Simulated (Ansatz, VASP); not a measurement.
## Al: VASP beside Ansatz

```
CELL_PARAMETERS angstrom
4.54395 0.00000 0.00000
-2.27197 3.93517 0.00000
0.00000 0.00000 2.78544
ATOMIC_POSITIONS crystal
Al 0.00000 0.00000 0.00000
Al 0.33333 0.66667 0.50000
Al 0.66667 0.33333 0.50000
```

Alike in both runs: task relaxation of cell and atoms; functional PBEsol; k mesh 8 × 8 × 11; occupations fermi-dirac, width 0.1 eV; no spin polarisation.

```csv
,VASP,Ansatz
version,VASP 6.6.1,Ansatz 0.2.0
potentials or method,"VASP PAW PBE potentials, release 64 (Al), cutoff 600 eV","plane waves (420 eV) with PAW, scalar-relativistic"
valence electrons in the cell,9,9
```

```csv
,VASP,Ansatz,Ansatz less VASP
relaxed volume (Å³/atom),16.86,16.84,-0.021
relaxed cell length with the largest relative difference (Å),2.816,2.813,-0.0028
```

VASP's potentials were made for PBE, not for PBEsol, and Ansatz warns of the same on its side.
